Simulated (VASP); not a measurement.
A run of VASP 6.6.1:

Contents of INCAR:

```
SYSTEM = Co
PREC = Accurate
ENCUT = 520
EDIFF = 1E-7
ISMEAR = 0
SIGMA = 0.15
LREAL = .FALSE.
LASPH = .TRUE.
NELM = 150
ALGO = Fast
ISIF = 2
LWAVE = .FALSE.
LCHARG = .FALSE.
ISPIN = 2
MAGMOM = 1.86 1.86
LORBIT = 11
LMAXMIX = 4
GGA = PE
NBANDS = 20
```

KPOINTS

```
Automatic mesh
0
G
  21 21 12
  0 0 0
```

POSCAR

```
Co
1.0
    2.4310000000      0.0000000000      0.0000000000
   -1.2155000000      2.1053077566      0.0000000000
    0.0000000000      0.0000000000      4.1331000000
Co
2
Direct
    0.3333333333      0.6666666667      0.2500000000
    0.6666666667      0.3333333333      0.7500000000
```

Potentials or basis: VASP PAW PBE potentials, release 64 (Co).

Command:

```bash
$ cat potpaw_PBE.64/Co/POTCAR > POTCAR
$ mpirun -np 1 vasp_std > vasp.out
```

Hardware: 1 thread of Intel(R) Xeon(R) 6975P-C (Granite Rapids) (shared host).

Estimate the wall time of this run.

It took 2.1 min on 1 thread of Intel(R) Xeon(R) 6975P-C (Granite Rapids) (shared host), peak memory 0.3 GiB. Counts: scf iterations 16, k points 336.
